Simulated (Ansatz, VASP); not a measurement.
## One calculation of Hg2SeO, two programs

```
O Hg Se
1.0
     4.07558    0.00000    0.00000
     0.00000    4.07558    0.00000
     0.00000    0.00000    5.51088
O Hg Se
1 2 1
Direct
  0.00000 0.00000 0.00000
  0.00000 0.50000 0.80509
  0.50000 0.00000 0.19491
  0.50000 0.50000 0.50000
```

Alike in both runs: task single point; functional PBE; k mesh 6 × 6 × 6; occupations fermi-dirac, width 0.02 eV; no spin polarisation.

|  | VASP | Ansatz |
| --- | --- | --- |
| version | VASP 6.6.1 | Ansatz 0.2.0 |
| potentials or method | VASP PAW PBE potentials, release 64 (O, Hg, Se) | plane waves, PAW |
| plane-wave cutoff (eV) | 520 | 420 |
| valence electrons in the cell | 36 | 62 |

|  | VASP | Ansatz | Ansatz less VASP |
| --- | --- | --- | --- |
| pressure (GPa) | 3.1 | 2.6 | -0.49 |
| rms of the force components (eV/Å) | 0.052 | 0.042 | -0.0098 |

With one functional, cell and mesh, what is left measures potentials, basis and numerics. VASP's potentials hold 36 valence electrons a cell and Ansatz's 62, so a difference there can come from the potentials and not from the codes.

Neither program's run includes spin-orbit coupling.
